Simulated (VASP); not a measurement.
# In (P6_3/mmc) in VASP: a series of runs

Aim: see how the results for In move with the level of theory and the settings. Levels: PBEsol-based screened hybrid with 25 % exact exchange, revPBE+D4, PBE0. Tasks: single point, relaxation of cell and atoms.

Everything below comes from runs of VASP 6.6.1. Logs are shortened: lines on timing, memory, paths and dates and some standing lists are left out, and cuts for length are marked.

## Step 1: The cell of the first run

It takes space group P6_3/mmc (No. 194, hexagonal). Conventional cell: a = 3.285 Å, b = 3.285 Å, c = 5.443 Å, α = 90.00°, β = 90.00°, γ = 120.00°. Within 4.3 Å of In (site symmetry -6m2) lie 12 In at 3.29 to 3.32 Å.

This isn't the form of In at room conditions, which is tetragonal.

## Step 2: Single point, PBEsol-based screened hybrid with 25 % exact exchange

File POSCAR:

```
In
1.0
    3.2854159175      0.0000000000      0.0000000000
   -1.6427079588      2.8452536466      0.0000000000
    0.0000000000      0.0000000000      5.4431357428
In
2
Direct
    0.6666666667      0.3333333333      0.7500000000
    0.3333333333      0.6666666667      0.2500000000
```

File INCAR.step1:

```
  PREC = Accurate
  ENCUT = 520
  EDIFF = 1E-5
  ISMEAR = -1
  SIGMA = 0.05
  LREAL = False
  LASPH = True
  NELM = 60
  ALGO = Normal
  ISIF = 2
  LWAVE = True
  NBANDS = 20
  GGA = PE
```

File INCAR.step2:

```
  PREC = Accurate
  ENCUT = 520
  EDIFF = 1E-7
  ISMEAR = -1
  SIGMA = 0.05
  LREAL = False
  LASPH = True
  NELM = 60
  ALGO = Normal
  ISIF = 2
  LWAVE = False
  LCHARG = True
  GGA = PS
  LHFCALC = True
  AEXX = 0.25
  HFSCREEN = 0.207
  PRECFOCK = Normal
  LELF = True
  LVHAR = True
  NBANDS = 20
  ISTART = 1
```

File KPOINTS:

```
regular mesh
0
Gamma
  5 5 3
```

Potentials or basis: VASP PAW PBE potentials, release 64 (In_d).

Command:

```
cat potpaw_PBE.64/In_d/POTCAR > POTCAR
cp INCAR.step1 INCAR
mpirun -np 1 vasp_std > vasp.out
cp INCAR.step2 INCAR
mpirun -np 1 vasp_std > vasp.out
```

OUTCAR:

```text
PREC = Accurate
   ENCUT = 520
   EDIFF = 1E-7
   ISMEAR = -1
   LREAL = False
   LASPH = True
   NELM = 60
   ISIF = 2
   GGA = PS
   LHFCALC = True
   AEXX = 0.25
   HFSCREEN = 0.207
   PRECFOCK = Normal
   ISTART = 1

 ion  position               nearest neighbor table
   1  0.667  0.333  0.750-   2 3.32   2 3.32   2 3.32   2 3.32   2 3.32   2 3.32
   2  0.333  0.667  0.250-   1 3.32   1 3.32   1 3.32   1 3.32   1 3.32   1 3.32

  LATTYP: Found a hexagonal cell.
 ALAT       =     3.2854159175
 C/A-ratio  =     1.6567569767

  Lattice vectors:

 A1 = (   3.2854159175,   0.0000000000,   0.0000000000)
 A2 = (  -1.6427079588,   2.8452536466,   0.0000000000)
 A3 = (   0.0000000000,   0.0000000000,   5.4431357428)

Analysis of symmetry for initial positions (statically):
=====================================================================
 Subroutine PRICEL returns:
 Original cell was already a primitive cell.

 Routine SETGRP: Setting up the symmetry group for a
 hexagonal supercell.

 Subroutine GETGRP returns: Found 24 space group operations
 (whereof 12 operations were pure point group operations)
 out of a pool of 24 trial point group operations.

The static configuration has the point symmetry D_3d.
 The point group associated with its full space group is D_6h.

Analysis of symmetry for dynamics (positions and initial velocities):
=====================================================================
 Subroutine PRICEL returns:
 Original cell was already a primitive cell.

 Routine SETGRP: Setting up the symmetry group for a
 hexagonal supercell.

 Subroutine GETGRP returns: Found 24 space group operations
 (whereof 12 operations were pure point group operations)
 out of a pool of 24 trial point group operations.

The dynamic configuration has the point symmetry D_3d.
 The point group associated with its full space group is D_6h.

 Subroutine INISYM returns: Found 24 space group operations
 (whereof 12 operations are pure point group operations),
 and found     1 'primitive' translations

----------------------------------------------------------------------------------------

                                     Primitive cell

  volume of cell :      50.8816

  direct lattice vectors                    reciprocal lattice vectors
     3.285415917  0.000000000  0.000000000     0.304375466  0.175731257  0.000000000
    -1.642707959  2.845253647  0.000000000     0.000000000  0.351462514  0.000000000
     0.000000000  0.000000000  5.443135743     0.000000000  0.000000000  0.183717630

  length of vectors
     3.285415917  3.285415918  5.443135743     0.351462514  0.351462514  0.183717630

  position of ions in fractional coordinates (direct lattice)
     0.666666667  0.333333333  0.750000000
     0.333333333  0.666666667  0.250000000

  ion indices of the primitive-cell ions
   primitive index   ion index
                 1           1
                 2           2

----------------------------------------------------------------------------------------

 KPOINTS: regular mesh

Automatic generation of k-mesh.
 Grid dimensions read from file:
 generate k-points for:    5    5    3

 Generating k-lattice:

  Cartesian coordinates                     Fractional coordinates (reciprocal lattice)
     0.060875093  0.035146251  0.000000000     0.200000000  0.000000000  0.000000000
     0.000000000  0.070292503  0.000000000     0.000000000  0.200000000  0.000000000
     0.000000000  0.000000000  0.061239210     0.000000000  0.000000000  0.333333333

  Length of vectors
     0.070292503  0.070292503  0.061239210

  Shift w.r.t. Gamma in fractional coordinates (k-lattice)
     0.000000000  0.000000000  0.000000000

 Subroutine IBZKPT returns following result:
 ===========================================

 Found     10 irreducible k-points:

 Following reciprocal coordinates:
            Coordinates               Weight
  0.000000  0.000000  0.000000      1.000000
  0.200000  0.000000  0.000000      6.000000
  0.400000  0.000000  0.000000      6.000000
  0.200000  0.200000  0.000000      6.000000
  0.400000  0.200000  0.000000      6.000000
  0.000000  0.000000  0.333333      2.000000
  0.200000  0.000000  0.333333     12.000000
  0.400000  0.000000  0.333333     12.000000
  0.200000  0.200000  0.333333     12.000000
  0.400000  0.200000  0.333333     12.000000
   k-points           NKPTS =     10   k-points in BZ     NKDIM =     75   number of bands    NBANDS=     20
   number of dos      NEDOS =    301   number of ions     NIONS =      2
   total plane-waves  NPLWV =  23040
   dimension x,y,z NGX =    24 NGY =   24 NGZ =   40
   dimension x,y,z NGXF=    48 NGYF=   48 NGZF=   80
   ions per type =               2
   NGX,Y,Z   is equivalent  to a cutoff of  12.14, 12.14, 12.22 a.u.
   NGXF,Y,Z  is equivalent  to a cutoff of  24.29, 24.29, 24.43 a.u.
 SYSTEM =  unknown system
   PREC   = accura    normal or accurate (medium, high low for compatibility)
[... 30 lines left out ...]
  Fermi-wavevector in a.u.,A,eV,Ry     =   1.308818  2.473307 23.306826  1.713003
  Thomas-Fermi vector in A             =   2.439459
   LORBIT       =      0    0 simple, 1 ext, 2 COOP (PROOUT), +10 PAW based schemes
   GGA     = PS    functional components
   LHFCALC =     T    Hartree Fock is set to
   PRECFOCK=normal    Normal, Fast or Accurate (Low or Medium for compatibility)
   ENCUT4O =  -1.0   cutoff for four orbital integrals eV
   NKREDX  =     1    reduce k-point grid by
   NKREDY  =     1    reduce k-point grid by
   NKREDZ  =     1    reduce k-point grid by
   AEXX    =    0.2500 exact exchange contribution
   HFSCREEN=    0.2070 screening length (either q_TF or 0.3 A-1)
   HFSCREENC=   0.2070 screening length for correlation (either q_TF or 0.3 A-1)
   ENCUTFOCK=  -1.0 apply spherical cutoff to Coloumb kernel
   IVDW    =     0    specifies the selected vdW correction
   LEPSILON=     F    determine dielectric tensor
   LRPA    =     F    only Hartree local field effects (RPA)
 non-spin polarized calculation
  energy-cutoff  :      520.00
  volume of cell :       50.88
 maximum number of plane-waves:      1382
  NGX = 20; NGY = 20; NGZ = 32

 number of electron      26.0000011 magnetization

 Free energy of the ion-electron system (eV)
  ---------------------------------------------------
  ext. energy  EPLUGINS =         0.00000000
  ---------------------------------------------------
  free energy    TOTEN  =        -6.42055736 eV

  energy without entropy =       -6.41004184  energy(sigma->0) =       -6.41529960

 E-fermi :   7.9036     XC(G=0):  -8.6910

 val. band max:        7.8684194519   @ k =   0.4000   0.0000   0.3333
 cond. band min:       8.1847244850   @ k =   0.0000   0.0000   0.3333
 fundamental gap:      0.3163050331
 Fermi energy:         7.9036032704

 k-point     1 :       0.0000    0.0000    0.0000
  band No.  band energies     occupation
      1      -9.0607      2.00000
      2      -8.9901      2.00000
      3      -8.9624      2.00000
      4      -8.9624      2.00000
      5      -8.9320      2.00000
      6      -8.9320      2.00000
[... 12 lines left out ...]
     19      19.4374      0.00000
     20      20.1393      0.00000

 k-point     2 :       0.2000    0.0000    0.0000
  band No.  band energies     occupation
      1      -9.0846      2.00000
      2      -8.9738      2.00000
      3      -8.9377      2.00000
      4      -8.9125      2.00000
      5      -8.8842      2.00000
      6      -8.8530      2.00000
[... 12 lines left out ...]
     19      19.3054      0.00000
     20      20.2722      0.00000

 k-point     3 :       0.4000    0.0000    0.0000
  band No.  band energies     occupation
      1      -9.1926      2.00000
      2      -9.0533      2.00000
      3      -9.0272      2.00000
      4      -8.9445      2.00000
      5      -8.8245      2.00000
      6      -8.8214      2.00000
[... 12 lines left out ...]
     19      17.3799      0.00000
     20      19.0024      0.00000

 k-point     4 :       0.2000    0.2000    0.0000
  band No.  band energies     occupation
      1      -9.0352      2.00000
      2      -9.0246      2.00000
      3      -9.0169      2.00000
      4      -8.9390      2.00000
      5      -8.8603      2.00000
      6      -8.8099      2.00000
[... 107 lines left out ...]
 k-point     9 :       0.2000    0.2000    0.3333
  band No.  band energies     occupation
      1      -9.0574      2.00000
      2      -9.0196      2.00000
      3      -8.9979      2.00000
      4      -8.9158      2.00000
      5      -8.8925      2.00000
      6      -8.8120      2.00000
[... 12 lines left out ...]
     19      19.4410      0.00000
     20      19.5926      0.00000

 k-point    10 :       0.4000    0.2000    0.3333
  band No.  band energies     occupation
      1      -9.0658      2.00000
      2      -9.0504      2.00000
      3      -8.9611      2.00000
      4      -8.9611      2.00000
      5      -8.9211      2.00000
      6      -8.7482      2.00000
[... 12 lines left out ...]
     19      18.0368      0.00000
     20      20.4092      0.00000

------------------------ aborting loop because EDIFF is reached ----------------------------------------

  FORCE on cell =-STRESS in cart. coord.  units (eV):
  Direction    XX          YY          ZZ          XY          YZ          ZX
  --------------------------------------------------------------------------------------
  -------------------------------------------------------------------------------------
  Total       -0.0098123     -0.0098123     -0.0114332      0.0000000     -0.0000000      0.0000000
  in kB       -0.3089721     -0.3089721     -0.3600119      0.0000000     -0.0000000      0.0000000
  external PRESSURE =      -0.3259853 kB  Pullay stress =       0.0000000 kB

 VOLUME and BASIS-vectors are now :
 -----------------------------------------------------------------------------
  energy-cutoff  :      520.00
  volume of cell :       50.88
      direct lattice vectors                 reciprocal lattice vectors
     3.285415917  0.000000000  0.000000000     0.304375466  0.175731257  0.000000000
    -1.642707959  2.845253647  0.000000000     0.000000000  0.351462514  0.000000000
     0.000000000  0.000000000  5.443135743     0.000000000  0.000000000  0.183717630

 POSITION                                       TOTAL-FORCE (eV/Angst)
 -----------------------------------------------------------------------------------
      1.64271      0.94842      4.08235         0.000000      0.000000      0.000000
     -0.00000      1.89684      1.36078        -0.000000     -0.000000     -0.000000
 -----------------------------------------------------------------------------------
    total drift:                               -0.000000      0.000000     -0.000000

  FREE ENERGIE OF THE ION-ELECTRON SYSTEM (eV)
  ---------------------------------------------------
  free  energy   TOTEN  =        -6.4205573624 eV

  energy  without entropy=       -6.4100418380  energy(sigma->0) =       -6.41529960
```

It took 24 min on 1 thread of AMD EPYC 7R13 (Zen 3), shared host; peak memory 0.24 GiB.

What came out:

| Quantity | Value |
| --- | --- |
| Free energy | -6.4206 eV |
| Pressure | 0.0 GPa |
| Band gap on the k mesh | zero (bands 13 and 14 overlap by 2.55 eV) |

Caveat: the k points lie up to 0.44 Å⁻¹ apart, too coarse for converged energies and pressures of a metal; the PAW data sets were made with another functional, which shifts forces and pressure a little; spin-orbit coupling is left out, which moves the levels of the heavy elements.

## Step 3: Single point, revPBE+D4

This run uses another cell than the first one, of 26.29 Å³/atom.

File INCAR:

```
  PREC = Accurate
  ENCUT = 500
  EDIFF = 1E-6
  ISMEAR = -1
  SIGMA = 0.05
  LREAL = F
  LASPH = T
  NELM = 120
  ALGO = Normal
  ISIF = 2
  LWAVE = F
  LCHARG = F
  GGA = RE
  IVDW = 13
  NBANDS = 20
  GGA_COMPAT = F
```

File KPOINTS:

```
regular mesh
0
Gamma
  9 9 5
```

File POSCAR:

```
In
1.0
    3.3380697158      0.0000000000      0.0000000000
   -1.6690348579      2.8908531735      0.0000000000
    0.0000000000      0.0000000000      5.4496424300
In
2
Direct
    0.6666666667      0.3333333333      0.7500000000
    0.3333333333      0.6666666667      0.2500000000
```

Potentials or basis: VASP PAW PBE potentials, release 64 (In_d).

Command:

```
cat potpaw_PBE.64/In_d/POTCAR > POTCAR
mpirun -np 1 vasp_std > vasp.out
```

Wall time 10 s (1 thread of AMD EPYC 9R45 (Zen 5), shared host); peak memory 0.14 GiB.

It converged, with:

```
Free energy                : -5.4634 eV
Pressure                   : 0.0 GPa
Band gap on the k mesh     : zero (bands 13 and 14 overlap by 4.17 eV)
Dispersion energy per atom : -0.505 eV
```

Levels at points of the mesh, in eV from the Fermi level:
```csv
k point,band 11,band 12,band 13,band 14,band 15,band 16
"(0.00, 0.00, 0.00)",-9.56,-4.35,-3.42,8.28,8.28,10.12
```

Caveat: the PAW data sets were made with another functional, which shifts forces and pressure a little; spin-orbit coupling is left out, which moves the levels of the heavy elements.

## Step 4: Relaxation of cell and atoms, revPBE+D4

This run uses another cell than the first one, of 26.54 Å³/atom.

File INCAR:

```
PREC = Accurate ; ENCUT = 500
EDIFF = 1E-7 ; ISMEAR = -1
SIGMA = 0.05 ; LREAL = False
LASPH = True ; NELM = 120
ALGO = Normal ; ISIF = 3
LWAVE = False ; LCHARG = False
GGA = RE ; IVDW = 13
IBRION = 2 ; NSW = 60
EDIFFG = -0.01 ; GGA_COMPAT = False
NELMIN = 4
```

KPOINTS is that of step 3.

File POSCAR:

```
In
1.0
    3.3354847820      0.0000000000      0.0000000000
   -1.6677423910      2.8886145552      0.0000000000
    0.0000000000      0.0000000000      5.5091429200
In
2
Direct
    0.6666666667      0.3333333333      0.7500000000
    0.3333333333      0.6666666667      0.2500000000
```

Command:

```
cat potpaw_PBE.64/In_d/POTCAR > POTCAR
mpirun -np 1 vasp_std > vasp.out
```

Wall time 42 s (1 thread of AMD EPYC 9R45 (Zen 5), shared host); peak memory 0.14 GiB.

The run converged. Its results:

* Free energy: -5.4636 eV
* Relaxed volume: 26.29 Å³/atom
* Relaxed cell: a = 3.337 Å, b = 3.337 Å, c = 5.450 Å, α = 90.00°, β = 90.00°, γ = 120.00°
* Space group after relaxing (to 0.1 Å): P6_3/mmc (No. 194)
* Energy gained by relaxing: 0.6 meV/atom
* Ionic steps: 7
* Pressure after relaxing: 0.0 GPa
* Band gap on the k mesh: zero (bands 13 and 14 overlap by 4.17 eV)
* Dispersion energy per atom: -0.505 eV

Step by step:
| step | energy change (eV) | largest force (eV/Å) | pressure (GPa) | volume (Å³) |
| --- | --- | --- | --- | --- |
| 1 | 0.0000 | 0.0000 | -0.32 | 53.08 |
| 2 | -0.0008 | 0.0000 | -0.04 | 52.68 |
| 3 | -0.0009 | 0.0000 | 0.13 | 52.42 |
| 4 | -0.0012 | 0.0000 | 0.11 | 52.43 |
| 5 | -0.0012 | 0.0000 | 0.09 | 52.44 |
| 6 | -0.0012 | 0.0000 | 0.09 | 52.44 |
| 7 | -0.0012 | 0.0000 | -0.01 | 52.57 |

Final structure:
```xyz
2
Lattice="3.3374 0.0000 0.0000 -1.6687 2.8903 0.0000 0.0000 0.0000 5.4499" Properties=species:S:1:pos:R:3 pbc="T T T"
In    1.6687    0.9634    4.0874
In    0.0000    1.9269    1.3625
```

Levels at points of the mesh, in eV from the Fermi level:
| k point | band 9 | band 10 | band 11 | band 12 | band 13 | band 14 | band 15 | band 16 | band 17 |
| --- | --- | --- | --- | --- | --- | --- | --- | --- | --- |
| (0.00, 0.00, 0.00) | -14.42 | -14.42 | -9.56 | -4.35 | -3.42 | 8.28 | 8.28 | 10.12 | 10.12 |

Caveat: the PAW data sets were made with another functional, which shifts forces and pressure a little; spin-orbit coupling is left out, which moves the levels of the heavy elements.

## Step 5: Single point, PBE0

This run uses another cell than the first one, of 26.01 Å³/atom.

File POSCAR:

```
In
1.0
    3.3130983036      0.0000000000      0.0000000000
   -1.6565491518      2.8692272962      0.0000000000
    0.0000000000      0.0000000000      5.4721676924
In
2
Direct
    0.6666666667      0.3333333333      0.7500000000
    0.3333333333      0.6666666667      0.2500000000
```

File INCAR.step1:

```
PREC = Accurate ; ENCUT = 520
EDIFF = 1E-5 ; ISMEAR = -1
SIGMA = 0.05 ; LREAL = F
LASPH = T ; NELM = 100
ALGO = Normal ; ISIF = 2
LWAVE = T ; LCHARG = F
GGA = PE ; NBANDS = 20
```

File INCAR.step2:

```
PREC = Accurate ; ENCUT = 520
EDIFF = 1E-6 ; ISMEAR = -1
SIGMA = 0.05 ; LREAL = F
LASPH = T ; NELM = 100
ALGO = Normal ; ISIF = 2
LWAVE = F ; LCHARG = F
GGA = PE ; LHFCALC = T
AEXX = 0.25 ; PRECFOCK = Normal
ISTART = 1 ; NBANDS = 20
```

File KPOINTS:

```
regular mesh
0
Gamma
  4 4 4
```

Command:

```
cat potpaw_PBE.64/In_d/POTCAR > POTCAR
cp INCAR.step1 INCAR
mpirun -np 1 vasp_std > vasp.out
cp INCAR.step2 INCAR
mpirun -np 1 vasp_std > vasp.out
```

Run time: 16 min. Hardware: 1 thread of Intel Xeon Platinum 8375C at 2.90GHz (Ice Lake), shared host; peak memory 0.19 GiB.

The run converged. Its results:

```
Free energy            : -6.0461 eV
Pressure               : 2.8 GPa
Band gap on the k mesh : zero (bands 13 and 14 overlap by 7.13 eV)
```

Stress tensor (GPa, compression positive):
```
 6.34  0.00  0.00
 0.00  6.34  0.00
 0.00  0.00 -4.39
```

Levels at points of the mesh, in eV from the Fermi level:
```csv
k point,band 10,band 11,band 12,band 13,band 14,band 15,band 16,band 17
"(0.00, 0.00, 0.00)",-17.06,-11.59,-5.65,-4.56,9.46,9.46,11.33,11.33
"(0.50, 0.00, 0.00)",-16.99,-6.19,-5.41,0.29,0.35,1.04,3.19,4.68
"(0.00, 0.00, 0.50)",-17.13,-10.02,-10.02,3.34,3.34,10.55,10.55,10.55
"(0.50, 0.00, 0.50)",-17.00,-4.66,-4.66,-3.73,-3.73,6.37,6.37,6.99
```

Caveat: the k points lie up to 0.55 Å⁻¹ apart, too coarse for converged energies and pressures of a metal; the PAW data sets were made with another functional, which shifts forces and pressure a little; spin-orbit coupling is left out, which moves the levels of the heavy elements.

## Step 6: The runs side by side

```tsv
task	level	cell	k mesh	cutoff (eV)	grid for exact exchange (PRECFOCK)	share of exact exchange	screening parameter	gap on the mesh (eV)	pressure (GPa)
single point	PBEsol-based screened hybrid with 25 % exact exchange	a = 3.285, b = 3.285, c = 5.443 Å, angles 90.0, 90.0, 120.0°, 2 atoms	5 × 5 × 3	520	Normal	0.25	0.207 1/Å	none	0.0
single point	revPBE+D4	a = 3.338, b = 3.338, c = 5.450 Å, angles 90.0, 90.0, 120.0°, 2 atoms	9 × 9 × 5	500	-	-	-	none	0.0
relaxation of cell and atoms	revPBE+D4	relaxed from a = 3.335, b = 3.335, c = 5.509 Å, angles 90.0, 90.0, 120.0°, 2 atoms	9 × 9 × 5	500	-	-	-	none	0.0
single point	PBE0	a = 3.313, b = 3.313, c = 5.472 Å, angles 90.0, 90.0, 120.0°, 2 atoms	4 × 4 × 4	520	Normal	0.25	-	none	2.8
```

Alike in all rows: potentials or basis VASP PAW PBE potentials, release 64 (In_d); no spin polarisation; smearing fermi-dirac 0.05 eV.

Caveats: some runs use coarse meshes; the PAW data sets were made with another functional, which shifts forces and pressure a little; spin-orbit coupling is left out, which moves the levels of the heavy elements.

Total energies depend on the potentials used, so only differences within one code and one set of settings carry meaning.
